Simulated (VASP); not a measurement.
# Mg2BeS3 (R-3m) in VASP: a series of runs, part 2 of 2

VASP 6.6.1.

**5. Single point, PBE**

This run uses another cell than the first one, of 19.38 Å³/atom, 1.009 times its volume.

Contents of INCAR:

```
SYSTEM = Mg2BeS3
PREC = Accurate
ENCUT = 600
EDIFF = 1E-6
ISMEAR = 0
SIGMA = 0.1
LREAL = .False.
LASPH = .True.
NELM = 120
ALGO = Normal
ISIF = 2
LWAVE = .False.
LCHARG = .False.
GGA = PE
NBANDS = 21
GGA_COMPAT = .False.
```

Contents of KPOINTS:

```
Automatic mesh
0
Gamma
  12 12 12
  0 0 0
```

Contents of POSCAR:

```
Mg2BeS3
1.0
    3.3243938685      1.9193396949      3.0375739314
   -3.3243938685      1.9193396949      3.0375739314
    0.0000000000     -3.8386793897      3.0375739314
Mg Be S
2 1 3
Direct
    0.6776756546      0.6776756546      0.6776756546
    0.3223243454      0.3223243454      0.3223243454
    0.0000000000      0.0000000000      0.0000000000
    0.0000000000      0.5000000000      0.0000000000
    0.5000000000      0.0000000000      0.0000000000
    0.0000000000      0.0000000000      0.5000000000
```

Potentials or basis: VASP PAW PBE potentials, release 64 (Mg, Be, S).

Run with:

```bash
$ cat potpaw_PBE.64/Mg/POTCAR potpaw_PBE.64/Be/POTCAR potpaw_PBE.64/S/POTCAR > POTCAR
$ mpirun -np 1 vasp_std > vasp.out
```

OUTCAR:

```text
SYSTEM = Mg2BeS3
   PREC = Accurate
   ENCUT = 600
   EDIFF = 1E-6
   ISMEAR = 0
   LREAL = .False.
   LASPH = .True.
   NELM = 120
   ISIF = 2
   GGA = PE

 ion  position               nearest neighbor table
   1  0.678  0.678  0.678-   4 2.39   5 2.39   6 2.39   3 2.94   2 3.24
   2  0.322  0.322  0.322-   4 2.39   5 2.39   6 2.39   3 2.94   1 3.24
   3  0.000  0.000  0.000-   6 2.45   6 2.45   4 2.45   5 2.45   4 2.45   5 2.45   1 2.94   2 2.94

   4  0.000  0.500  0.000-   1 2.39   2 2.39   3 2.45   3 2.45
   5  0.500  0.000  0.000-   1 2.39   2 2.39   3 2.45   3 2.45
   6  0.000  0.000  0.500-   1 2.39   2 2.39   3 2.45   3 2.45

  LATTYP: Found a trigonal (rhomboedric) cell.
 ALAT       =     4.8951317496
 COS(alpha) =     0.0775853949

  Lattice vectors:

 A1 = (   3.3243938685,   1.9193396949,   3.0375739314)
 A2 = (  -3.3243938685,   1.9193396949,   3.0375739314)
 A3 = (   0.0000000000,  -3.8386793897,   3.0375739314)

Analysis of symmetry for initial positions (statically):
=====================================================================
 Subroutine PRICEL returns:
 Original cell was already a primitive cell.

 Routine SETGRP: Setting up the symmetry group for a
 trigonal (rhombohedral) supercell.

 Subroutine GETGRP returns: Found 12 space group operations
 (whereof 12 operations were pure point group operations)
 out of a pool of 12 trial point group operations.

The static configuration has the point symmetry D_3d.

Analysis of symmetry for dynamics (positions and initial velocities):
=====================================================================
 Subroutine PRICEL returns:
 Original cell was already a primitive cell.

 Routine SETGRP: Setting up the symmetry group for a
 trigonal (rhombohedral) supercell.

 Subroutine GETGRP returns: Found 12 space group operations
 (whereof 12 operations were pure point group operations)
 out of a pool of 12 trial point group operations.

The dynamic configuration has the point symmetry D_3d.

 Subroutine INISYM returns: Found 12 space group operations
 (whereof 12 operations are pure point group operations),
 and found     1 'primitive' translations

----------------------------------------------------------------------------------------

                                     Primitive cell

  volume of cell :     116.2900

  direct lattice vectors                    reciprocal lattice vectors
     3.324393869  1.919339695  3.037573931     0.150403358  0.086835419  0.109736698
    -3.324393869  1.919339695  3.037573931    -0.150403358  0.086835419  0.109736698
     0.000000000 -3.838679390  3.037573931     0.000000000 -0.173670838  0.109736698

  length of vectors
     4.895131750  4.895131750  4.895131750     0.205435398  0.205435398  0.205435398

  position of ions in fractional coordinates (direct lattice)
     0.677675655  0.677675655  0.677675655
     0.322324345  0.322324345  0.322324345
     0.000000000  0.000000000  0.000000000
     0.000000000  0.500000000  0.000000000
     0.500000000  0.000000000  0.000000000
     0.000000000  0.000000000  0.500000000

  ion indices of the primitive-cell ions
   primitive index   ion index
                 1           1
                 2           2
                 3           3
                 4           4
                 5           5
[... 32 lines left out ...]
  0.166667  0.000000  0.000000      6.000000
  0.250000  0.000000  0.000000      6.000000
  0.333333  0.000000  0.000000      6.000000
  0.416667 -0.000000  0.000000      6.000000
[... 16 lines left out ...]
  0.500000  0.166667 -0.000000     12.000000
 -0.416667  0.166667 -0.000000     12.000000
 [... further k-points ...]
   k-points           NKPTS =    189   k-points in BZ     NKDIM =    189   number of bands    NBANDS=     21
   number of dos      NEDOS =    301   number of ions     NIONS =      6
   total plane-waves  NPLWV =  64000
   dimension x,y,z NGX =    40 NGY =   40 NGZ =   40
   dimension x,y,z NGXF=    80 NGYF=   80 NGZF=   80
   ions per type =               2   1   3
   NGX,Y,Z   is equivalent  to a cutoff of  13.58, 13.58, 13.58 a.u.
   NGXF,Y,Z  is equivalent  to a cutoff of  27.17, 27.17, 27.17 a.u.
 SYSTEM =  Mg2BeS3
   PREC   = accura    normal or accurate (medium, high low for compatibility)
   ISTART =      0    job   : 0-new  1-cont  2-samecut
   ICHARG =      2    charge: 1-file 2-atom 10-const
   ISPIN  =      1    spin polarized calculation?
   LNONCOLLINEAR =      F non collinear calculations
   LSORBIT =      F    spin-orbit coupling
   LASPH  =      T    aspherical Exc in radial PAW
   ENCUT  =  600.0 eV  44.10 Ry    6.64 a.u.   9.78  9.78  9.78*2*pi/ulx,y,z
   NELM   =    120;   NELMIN=  2; NELMDL= -5     # of ELM steps
   EDIFF  = 0.1E-05   stopping-criterion for ELM
   LREAL  =      F    real-space projection
   EDIFFG = 0.1E-04   stopping-criterion for IOM
   NSW    =      0    number of steps for IOM
   IBRION =     -1    ionic relax: 0-MD 1-quasi-New 2-CG
   NFREE  =      0    steps in history (QN), initial steepest desc. (CG)
   ISIF   =      2    stress and relaxation
   ISYM   =      2    0-nonsym 1-usesym 2-fastsym
   POTIM  = 0.5000    time-step for ionic-motion
   TEBEG  =    0.0;   TEEND  =   0.0 temperature during run
   PSTRESS=    0.0 pullay stress
   NELECT =      24.0000    total number of electrons
   NUPDOWN=      -1.0000    fix difference up-down
   EMIN   =  10.00;   EMAX   =-10.00  energy-range for DOS
   EFERMI =   0.00;   METHOD = LEGACY
   ISMEAR =     0;   SIGMA  =   0.10  broadening in eV -4-tet -1-fermi 0-gaus
   EFERMI_NEDOS =   21; number of points for ismear=-14 and -15
   IALGO  =     38    algorithm
   IMIX   =      4    mixing-type and parameters
     AMIX     =   0.40;   BMIX     =  1.00
     AMIX_MAG =   1.60;   BMIX_MAG =  1.00
  volume/ion in A,a.u.               =      19.38       130.79
  Fermi-wavevector in a.u.,A,eV,Ry     =   0.967456  1.828226 12.734653  0.935971
  Thomas-Fermi vector in A             =   2.097343
   LORBIT       =      0    0 simple, 1 ext, 2 COOP (PROOUT), +10 PAW based schemes
   GGA     = PE    functional components
   LHFCALC =     F    Hartree Fock is set to
   AEXX    =    0.0000 exact exchange contribution
   IVDW    =     0    specifies the selected vdW correction
   LEPSILON=     F    determine dielectric tensor
   LRPA    =     F    only Hartree local field effects (RPA)
 non-spin polarized calculation
 Gauss-broadening in eV      SIGMA  =   0.10
  energy-cutoff  :      600.00
  volume of cell :      116.29
 maximum number of plane-waves:      3905
   NGX = 19   NGY = 19   NGZ = 19

 number of electron      24.0000003 magnetization

 Free energy of the ion-electron system (eV)
  ---------------------------------------------------
  ext. energy  EPLUGINS =         0.00000000
  ---------------------------------------------------
  free energy    TOTEN  =       -21.73421995 eV

  energy without entropy =      -21.72333005  energy(sigma->0) =      -21.72877500

 E-fermi :   3.4298     XC(G=0):  -9.0525

 val. band max:        3.4268211099   @ k =   0.5000   0.5000   0.0833
 cond. band min:       3.4318058689   @ k =   0.4167   0.2500   0.2500
 fundamental gap:      0.0049847590
 Fermi energy:         3.4298132978

 k-point     1 :       0.0000    0.0000    0.0000
  band No.  band energies     occupation
      1      -9.8042      2.00000
      2      -7.7898      2.00000
      3      -7.7898      2.00000
      4      -2.1596      2.00000
      5      -0.6403      2.00000
      6      -0.6403      2.00000
[... 565 lines left out ...]
     20      10.1209      0.00000
     21      10.9904      0.00000

 [... further k-points ...]

------------------------ aborting loop because EDIFF is reached ----------------------------------------

  FORCE on cell =-STRESS in cart. coord.  units (eV):
  Direction    XX          YY          ZZ          XY          YZ          ZX
  --------------------------------------------------------------------------------------
  -------------------------------------------------------------------------------------
  Total       -0.0709114     -0.0709114     -0.1245039      0.0000000     -0.0000000     -0.0000000
  in kB       -0.9769770     -0.9769770     -1.7153431      0.0000000     -0.0000000     -0.0000000
  external PRESSURE =      -1.2230990 kB  Pullay stress =       0.0000000 kB

 VOLUME and BASIS-vectors are now :
 -----------------------------------------------------------------------------
  energy-cutoff  :      600.00
  volume of cell :      116.29
      direct lattice vectors                 reciprocal lattice vectors
     3.324393869  1.919339695  3.037573931     0.150403358  0.086835419  0.109736698
    -3.324393869  1.919339695  3.037573931    -0.150403358  0.086835419  0.109736698
     0.000000000 -3.838679390  3.037573931     0.000000000 -0.173670838  0.109736698

 POSITION                                       TOTAL-FORCE (eV/Angst)
 -----------------------------------------------------------------------------------
      0.00000      0.00000      6.17547        -0.000000      0.000000      0.007839
      0.00000      0.00000      2.93725        -0.000000     -0.000000     -0.007839
      0.00000      0.00000      0.00000        -0.000000      0.000000     -0.000000
     -1.66220      0.95967      1.51879        -0.000000      0.000000     -0.000000
      1.66220      0.95967      1.51879        -0.000000      0.000000      0.000000
      0.00000     -1.91934      1.51879         0.000000      0.000000      0.000000
 -----------------------------------------------------------------------------------
    total drift:                               -0.000000      0.000000      0.000000

  FREE ENERGIE OF THE ION-ELECTRON SYSTEM (eV)
  ---------------------------------------------------
  free  energy   TOTEN  =       -21.7342199505 eV

  energy  without entropy=      -21.7233300514  energy(sigma->0) =      -21.72877500
```

Wall time 3.3 min (1 thread of Intel Xeon 6975P-C (Granite Rapids), shared host); peak memory 0.64 GiB.

Results:

```yaml
Free_energy: -21.7342 eV
Pressure: -0.1 GPa
Largest_force: 0.008 eV/Å
Band_gap_on_the_k_mesh: zero (band 12 reaches 3.54 eV, above the bottom of band 13 at 2.96 eV)
```

Forces on the atoms (eV/Å):
```
Mg   0.000  0.000  0.008
Mg   0.000  0.000 -0.008
Be   0.000  0.000  0.000
S    0.000  0.000  0.000
S    0.000  0.000  0.000
S    0.000  0.000  0.000
```

Levels at points of the mesh, in eV from the Fermi level:
```
           k point  band 8  band 9  band 10  band 11  band 12  band 13  band 14  band 15  band 16  band 17
(0.00, 0.00, 0.00)   -2.14   -1.55    -1.08    -0.46    -0.46    -0.40     1.48     3.61     3.61     4.74
(0.50, 0.00, 0.00)   -2.92   -2.39    -1.79    -1.34    -0.52     1.25     2.30     4.31     4.88     5.27
(0.50, 0.50, 0.00)   -2.34   -2.30    -2.10    -0.51    -0.01     1.08     3.42     4.10     4.20     5.40
(0.50, 0.50, 0.50)   -0.75   -0.59    -0.59    -0.34    -0.34     0.48     3.45     3.88     3.88     5.86
```

**6. Overview**

| task | cell | k mesh | gap on the mesh (eV) | pressure (GPa) | largest force (eV/Å) |
| --- | --- | --- | --- | --- | --- |
| single point | a = 4.882 Å, angles 85.4°, 6 atoms | 6 × 6 × 6 | none | -0.1 | 0.02 |
| single point | a = 5.431 Å, angles 61.2°, 6 atoms | 6 × 6 × 6 | none | -5.5 | 0.01 |
| relaxation of cell and atoms | relaxed from a = 5.431 Å, angles 61.2°, 6 atoms | 6 × 6 × 6 | none | 0.0 | 0.03 |
| single point | a = 4.895 Å, angles 85.6°, 6 atoms | 12 × 12 × 12 | none | -0.1 | 0.01 |

Alike in all rows: level PBE; potentials or basis VASP PAW PBE potentials, release 64 (Mg, Be, S); no spin polarisation; cutoff (eV) 600; smearing gaussian 0.1 eV.

Total energies depend on the potentials used, so only differences within one code and one set of settings carry meaning.
